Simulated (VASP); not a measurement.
Crystal: Co.

```
Co
1.0
     2.48736    0.00000    0.00000
    -1.24368    2.15412    0.00000
     0.00000    0.00000    4.06329
Co
2
Direct
  0.66667 0.33333 0.25986
  0.33333 0.66667 0.74014
```

Base run:

* Program: VASP 6.6.1
* Functional: LDA
* Potentials or basis: VASP PAW LDA potentials, release 64 (Co)
* Cutoff: 520 eV
* k mesh: 14 × 14 × 8
* Occupations: fermi-dirac, width 0.25 eV
* Spin: collinear spin, ferromagnetic start
* Starting moments: [3.2, 3.2] μB

Its results: pressure -19.4 GPa; net moment 2.49 μB per cell; site moments Co +1.25 μB; largest force 0.482 eV/Å.

Question: The run is repeated on the same cell with these changes: occupations from fermi-dirac, width 0.25 eV to fermi-dirac, width 0.15 eV. What comes out?

Answer: Pressure -18.7 GPa; net moment 2.98 μB per cell; site moments Co +1.49 μB; largest force 0.448 eV/Å.

Caveats: the cell stands under tension.
